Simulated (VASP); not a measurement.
# HgTe (F-43m) in VASP: further runs, part 2 of 2

VASP 6.6.1.

## 3. Single point, LDA

File INCAR:

```
SYSTEM = HgTe
  ALGO = Normal
  EDIFF = 1E-6
  ENCUT = 520
  GGA = CA
  ISIF = 2
  ISMEAR = -1
  LASPH = .TRUE.
  LCHARG = .TRUE.
  LELF = .TRUE.
  LREAL = .FALSE.
  LVHAR = .TRUE.
  LWAVE = .FALSE.
  NBANDS = 16
  NELM = 60
  PREC = Accurate
  SIGMA = 0.05
```

File KPOINTS:

```
k-points
0
G
  7 7 7
  0 0 0
```

File POSCAR:

```
HgTe
1.0
    0.0000000000      3.2145000000      3.2145000000
    3.2145000000      0.0000000000      3.2145000000
    3.2145000000      3.2145000000      0.0000000000
Hg Te
1 1
Direct
    0.0000000000      0.0000000000      0.0000000000
    0.7500000000      0.7500000000      0.7500000000
```

Potentials or basis: VASP PAW LDA potentials, release 64 (Hg, Te).

The run is started by

```bash
cat potpaw_LDA.64/Hg/POTCAR potpaw_LDA.64/Te/POTCAR > POTCAR
mpirun -np 1 vasp_std > vasp.out
```

OUTCAR:

```text
SYSTEM = HgTe
   EDIFF = 1E-6
   ENCUT = 520
   GGA = CA
   ISIF = 2
   ISMEAR = -1
   LASPH = .TRUE.
   LREAL = .FALSE.
   NELM = 60
   PREC = Accurate

 ion  position               nearest neighbor table
   1  0.000  0.000  0.000-   2 2.78   2 2.78   2 2.78   2 2.78
   2  0.750  0.750  0.750-   1 2.78   1 2.78   1 2.78   1 2.78

  LATTYP: Found a face centered cubic cell.
 ALAT       =     6.4290000000

  Lattice vectors:

 A1 = (   0.0000000000,   3.2145000000,   3.2145000000)
 A2 = (   3.2145000000,   0.0000000000,   3.2145000000)
 A3 = (   3.2145000000,   3.2145000000,   0.0000000000)

Analysis of symmetry for initial positions (statically):
=====================================================================
 Subroutine PRICEL returns:
 Original cell was already a primitive cell.

 Routine SETGRP: Setting up the symmetry group for a
 face centered cubic supercell.

 Subroutine GETGRP returns: Found 24 space group operations
 (whereof 24 operations were pure point group operations)
 out of a pool of 48 trial point group operations.

The static configuration has the point symmetry T_d .

Analysis of symmetry for dynamics (positions and initial velocities):
=====================================================================
 Subroutine PRICEL returns:
 Original cell was already a primitive cell.

 Routine SETGRP: Setting up the symmetry group for a
 face centered cubic supercell.

 Subroutine GETGRP returns: Found 24 space group operations
 (whereof 24 operations were pure point group operations)
 out of a pool of 48 trial point group operations.

The dynamic configuration has the point symmetry T_d .

 Subroutine INISYM returns: Found 24 space group operations
 (whereof 24 operations are pure point group operations),
 and found     1 'primitive' translations

----------------------------------------------------------------------------------------

                                     Primitive cell

  volume of cell :      66.4309

  direct lattice vectors                    reciprocal lattice vectors
     0.000000000  3.214500000  3.214500000    -0.155545186  0.155545186  0.155545186
     3.214500000  0.000000000  3.214500000     0.155545186 -0.155545186  0.155545186
     3.214500000  3.214500000  0.000000000     0.155545186  0.155545186 -0.155545186

  length of vectors
     4.545989496  4.545989496  4.545989496     0.269412165  0.269412165  0.269412165

  position of ions in fractional coordinates (direct lattice)
     0.000000000  0.000000000  0.000000000
     0.750000000  0.750000000  0.750000000

  ion indices of the primitive-cell ions
   primitive index   ion index
                 1           1
                 2           2

----------------------------------------------------------------------------------------

 KPOINTS: k-points

Automatic generation of k-mesh.
 Grid dimensions read from file:
 generate k-points for:    7    7    7

 Generating k-lattice:

  Cartesian coordinates                     Fractional coordinates (reciprocal lattice)
    -0.022220741  0.022220741  0.022220741     0.142857143  0.000000000  0.000000000
     0.022220741 -0.022220741  0.022220741     0.000000000  0.142857143  0.000000000
     0.022220741  0.022220741 -0.022220741     0.000000000  0.000000000  0.142857143

  Length of vectors
     0.038487452  0.038487452  0.038487452

  Shift w.r.t. Gamma in fractional coordinates (k-lattice)
     0.000000000  0.000000000  0.000000000

 Subroutine IBZKPT returns following result:
 ===========================================

 Found     20 irreducible k-points:

 Following reciprocal coordinates:
            Coordinates               Weight
  0.000000  0.000000  0.000000      1.000000
  0.142857  0.000000  0.000000      8.000000
  0.285714  0.000000  0.000000      8.000000
  0.428571  0.000000  0.000000      8.000000
  0.142857  0.142857  0.000000      6.000000
  0.285714  0.142857  0.000000     24.000000
[... 12 lines left out ...]
 -0.428571  0.428571  0.142857     24.000000
 -0.285714  0.428571  0.142857     24.000000
   k-points           NKPTS =     20   k-points in BZ     NKDIM =     20   number of bands    NBANDS=     16
   number of dos      NEDOS =    301   number of ions     NIONS =      2
   total plane-waves  NPLWV =  46656
   dimension x,y,z NGX =    36 NGY =   36 NGZ =   36
   dimension x,y,z NGXF=    72 NGYF=   72 NGZF=   72
   ions per type =               1   1
   NGX,Y,Z   is equivalent  to a cutoff of  13.17, 13.17, 13.17 a.u.
   NGXF,Y,Z  is equivalent  to a cutoff of  26.33, 26.33, 26.33 a.u.
 SYSTEM =  HgTe
   PREC   = accura    normal or accurate (medium, high low for compatibility)
   ISTART =      0    job   : 0-new  1-cont  2-samecut
   ICHARG =      2    charge: 1-file 2-atom 10-const
   ISPIN  =      1    spin polarized calculation?
   LNONCOLLINEAR =      F non collinear calculations
   LSORBIT =      F    spin-orbit coupling
   LASPH  =      T    aspherical Exc in radial PAW
   ENCUT  =  520.0 eV  38.22 Ry    6.18 a.u.   8.45  8.45  8.45*2*pi/ulx,y,z
   NELM   =     60;   NELMIN=  2; NELMDL= -5     # of ELM steps
   EDIFF  = 0.1E-05   stopping-criterion for ELM
   LREAL  =      F    real-space projection
   EDIFFG = 0.1E-04   stopping-criterion for IOM
   NSW    =      0    number of steps for IOM
   IBRION =     -1    ionic relax: 0-MD 1-quasi-New 2-CG
   NFREE  =      0    steps in history (QN), initial steepest desc. (CG)
   ISIF   =      2    stress and relaxation
   ISYM   =      2    0-nonsym 1-usesym 2-fastsym
   POTIM  = 0.5000    time-step for ionic-motion
   TEBEG  =    0.0;   TEEND  =   0.0 temperature during run
   PSTRESS=    0.0 pullay stress
   NELECT =      18.0000    total number of electrons
   NUPDOWN=      -1.0000    fix difference up-down
   EMIN   =  10.00;   EMAX   =-10.00  energy-range for DOS
   EFERMI =   0.00;   METHOD = LEGACY
   ISMEAR =    -1;   SIGMA  =   0.05  broadening in eV -4-tet -1-fermi 0-gaus
   EFERMI_NEDOS =   21; number of points for ismear=-14 and -15
   IALGO  =     38    algorithm
   IMIX   =      4    mixing-type and parameters
     AMIX     =   0.40;   BMIX     =  1.00
     AMIX_MAG =   1.60;   BMIX_MAG =  1.00
  volume/ion in A,a.u.               =      33.22       224.15
  Fermi-wavevector in a.u.,A,eV,Ry     =   1.059357  2.001894 15.268958  1.122237
  Thomas-Fermi vector in A             =   2.194699
   LORBIT       =      0    0 simple, 1 ext, 2 COOP (PROOUT), +10 PAW based schemes
   GGA     = CA    functional components
   LHFCALC =     F    Hartree Fock is set to
   AEXX    =    0.0000 exact exchange contribution
   IVDW    =     0    specifies the selected vdW correction
   LEPSILON=     F    determine dielectric tensor
   LRPA    =     F    only Hartree local field effects (RPA)
 non-spin polarized calculation
  energy-cutoff  :      520.00
  volume of cell :       66.43
 maximum number of plane-waves:      1808
 NGX is ok and might be reduce to    36
   NGX = 17   NGY = 17   NGZ = 17

 number of electron      18.0000000 magnetization

 Free energy of the ion-electron system (eV)
  ---------------------------------------------------
  ext. energy  EPLUGINS =         0.00000000
  ---------------------------------------------------
  free energy    TOTEN  =        -5.03212932 eV

  energy without entropy =       -5.03144708  energy(sigma->0) =       -5.03178820

 E-fermi :   3.1219     XC(G=0):  -9.1706

 val. band max:        3.0816865759   @ k =   0.0000   0.0000   0.0000
 cond. band min:       3.7013167919   @ k =   0.4286   0.0000   0.0000
 fundamental gap:      0.6196302160
 Fermi energy:         3.1218967893

 k-point     1 :       0.0000    0.0000    0.0000
  band No.  band energies     occupation
      1      -9.0779      2.00000
      2      -4.3925      2.00000
      3      -4.3925      2.00000
      4      -4.3925      2.00000
      5      -3.8398      2.00000
      6      -3.8398      2.00000
[... 8 lines left out ...]
     15      12.6163      0.00000
     16      12.6163      0.00000
[... 343 lines left out ...]
 k-point    20 :      -0.2857    0.4286    0.1429
  band No.  band energies     occupation
      1      -8.2917      2.00000
      2      -4.1801      2.00000
      3      -4.1212      2.00000
      4      -3.9134      2.00000
      5      -3.8553      2.00000
      6      -3.2688      2.00000
[... 8 lines left out ...]
     15      13.0786      0.00000
     16      14.8116      0.00000

------------------------ aborting loop because EDIFF is reached ----------------------------------------

  FORCE on cell =-STRESS in cart. coord.  units (eV):
  Direction    XX          YY          ZZ          XY          YZ          ZX
  --------------------------------------------------------------------------------------
  -------------------------------------------------------------------------------------
  Total        0.1775906      0.1775906      0.1775906      0.0000000      0.0000000      0.0000000
  in kB        4.2831194      4.2831194      4.2831194      0.0000000      0.0000000      0.0000000
  external PRESSURE =       4.2831194 kB  Pullay stress =       0.0000000 kB

 VOLUME and BASIS-vectors are now :
 -----------------------------------------------------------------------------
  energy-cutoff  :      520.00
  volume of cell :       66.43
      direct lattice vectors                 reciprocal lattice vectors
     0.000000000  3.214500000  3.214500000    -0.155545186  0.155545186  0.155545186
     3.214500000  0.000000000  3.214500000     0.155545186 -0.155545186  0.155545186
     3.214500000  3.214500000  0.000000000     0.155545186  0.155545186 -0.155545186

 POSITION                                       TOTAL-FORCE (eV/Angst)
 -----------------------------------------------------------------------------------
      0.00000      0.00000      0.00000         0.000000      0.000000      0.000000
      4.82175      4.82175      4.82175        -0.000000     -0.000000     -0.000000
 -----------------------------------------------------------------------------------
    total drift:                               -0.000000     -0.000000      0.000000

  FREE ENERGIE OF THE ION-ELECTRON SYSTEM (eV)
  ---------------------------------------------------
  free  energy   TOTEN  =        -5.0321293249 eV

  energy  without entropy=       -5.0314470837  energy(sigma->0) =       -5.03178820
```

stdout:

```text
POSCAR found type information on POSCAR HgTe
 POSCAR found :  2 types and       2 ions
 scaLAPACK will be used
 LDA part: xc-table for (Slater(with rela. corr.)+CA(PZ))
 , standard interpolation
 POSCAR, INCAR and KPOINTS ok, starting setup
 FFT: planning ... GRIDC
 FFT: planning ... GRID_SOFT
 FFT: planning ... GRID
 WAVECAR not read
 entering main loop
```

It took 28 s on 1 thread of Intel Xeon 8259CL, shared host; peak memory 0.18 GiB.

What came out:

```
Free energy            : -5.0321 eV
Pressure               : 0.4 GPa
Band gap on the k mesh : zero (filled and empty bands touch)
```

Caveat: semilocal functionals underestimate gaps, and a narrow one can read as zero; spin-orbit coupling is left out, which moves the levels of the heavy elements.

The gap in the log of VASP goes by the Fermi energy; the results here count the filled bands.